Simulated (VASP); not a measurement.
Input of a VASP 6.6.1 run:

File INCAR:

```
SYSTEM = MgO
ALGO = Normal ; EDIFF = 1E-6
ENCUT = 520 ; GGA = PS
ISIF = 2 ; ISMEAR = 0
LASPH = .TRUE. ; LCHARG = .FALSE.
LREAL = .FALSE. ; LWAVE = .FALSE.
NBANDS = 16 ; NELM = 100
PREC = Accurate ; SIGMA = 0.05
```

The input KPOINTS:

```
k-points
0
G
  9 9 6
  0 0 0
```

POSCAR

```
MgO
1.0
    3.5407899222      0.0000000000      0.0000000000
   -1.7703949611      3.0664140221      0.0000000000
    0.0000000000      0.0000000000      4.2499545537
Mg O
2 2
Direct
    0.6666666667      0.3333333333      0.7500000000
    0.3333333333      0.6666666667      0.2500000000
    0.6666666667      0.3333333333      0.2500000000
    0.3333333333      0.6666666667      0.7500000000
```

Potentials or basis: VASP PAW PBE potentials, release 64 (Mg, O).

Launch:

```sh
$ cat potpaw_PBE.64/Mg/POTCAR potpaw_PBE.64/O/POTCAR > POTCAR
$ mpirun -np 1 vasp_std > vasp.out
```

Q: Estimate the band gap on the k mesh.

A: 3.07 eV, direct.

Q: What does it give for the pressure?

A: -5.2 GPa.

Stress tensor (GPa, compression positive):
```
-5.06  0.00  0.00
 0.00 -5.06  0.00
 0.00  0.00 -5.45
```

Caveat: the PAW data sets were made with another functional, which shifts forces and pressure a little.
